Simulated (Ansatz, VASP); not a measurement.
## One calculation of AlN, two programs

File POSCAR:

```
AlN
1.0
    0.0000000000      2.1544765148      2.1544765148
    2.1544765148      0.0000000000      2.1544765148
    2.1544765148      2.1544765148      0.0000000000
Al N
1 1
Direct
    0.0000000000      0.0000000000      0.0000000000
    0.2500000000      0.2500000000      0.2500000000
```

File INCAR.step1:

```
PREC     = Accurate       # precision mode
ENCUT    = 520            # plane-wave cutoff, eV
EDIFF    = 1E-5           # SCF threshold, eV
ISMEAR   = -1             # smearing method
SIGMA    = 0.05           # smearing width, eV
LREAL    = False          # projectors in reciprocal space
LASPH    = True           # aspherical terms in the spheres
NELM     = 100            # most SCF steps
ALGO     = Normal         # electronic algorithm
ISIF     = 2              # what is computed and relaxed
LWAVE    = True           # write WAVECAR
LCHARG   = False          # write CHGCAR
NBANDS   = 11             # bands
GGA      = PE             # functional
```

Contents of INCAR.step2:

```
PREC     = Accurate       # precision mode
ENCUT    = 520            # plane-wave cutoff, eV
EDIFF    = 1E-6           # SCF threshold, eV
ISMEAR   = -1             # smearing method
SIGMA    = 0.05           # smearing width, eV
LREAL    = False          # projectors in reciprocal space
LASPH    = True           # aspherical terms in the spheres
NELM     = 100            # most SCF steps
ALGO     = Normal         # electronic algorithm
ISIF     = 2              # what is computed and relaxed
LWAVE    = False          # write WAVECAR
LCHARG   = False          # write CHGCAR
GGA      = PE             # functional
LHFCALC  = True           # exact exchange
AEXX     = 1.0            # exact-exchange fraction
ALDAC    = 0.0          
AGGAC    = 0.0          
PRECFOCK = Normal       
NBANDS   = 11             # bands
ISTART   = 1
```

KPOINTS

```
regular mesh
0
Gamma
  5 5 5
```

Contents of input.yaml:

```yaml
crystal:
  lattice:
    - [0.0, 2.1544765148, 2.1544765148]
    - [2.1544765148, 0.0, 2.1544765148]
    - [2.1544765148, 2.1544765148, 0.0]
  atoms:
    - { symbol: Al, position: [0.0, 0.0, 0.0] }
    - { symbol: "N", position: [0.25, 0.25, 0.25] }
hamiltonian:
  xc: hf
  pseudopotentials: { kind: paw }
kpoints:
  mp_grid: { grid: [5, 5, 5] }
scf:
  occupations: { method: fermi_dirac, width: 0.05 }
output:
  forces: true
  stress: true
  eigenvalues: true
  write_density: true
  write_potential: true
  elf: true
  volumetric_format: npy
```

Alike in both runs: task single point; functional HF; k mesh 5 × 5 × 5; occupations fermi-dirac, width 0.05 eV; no spin polarisation.

|  | VASP | Ansatz |
| --- | --- | --- |
| version | VASP 6.6.1 | Ansatz 0.2.0 |
| potentials or method | VASP PAW PBE potentials, release 64 (Al, N) | Ansatz PAW |
| plane-wave cutoff (eV) | 520 | 420 |
| valence electrons in the cell | 8 | 8 |

|  | VASP | Ansatz | Ansatz less VASP |
| --- | --- | --- | --- |
| gap on the k mesh at the Fermi level (eV) | 12.94 | 12.91 | -0.032 |
| least direct gap on the mesh (eV) | 12.94 | 14.08 | +1.133 |
| pressure (GPa) | 8.1 | 8.8 | +0.62 |

VASP's potentials were made for PBE, not for HF. One of these differences is far larger than is usual between the two programs; its cause wasn't traced.

The k mesh is coarse, so the values compare programs but aren't converged. Noted on Ansatz's run: odd divisions of the mesh miss points on the zone boundary, where band edges often lie, so the gap on the mesh can be too wide.
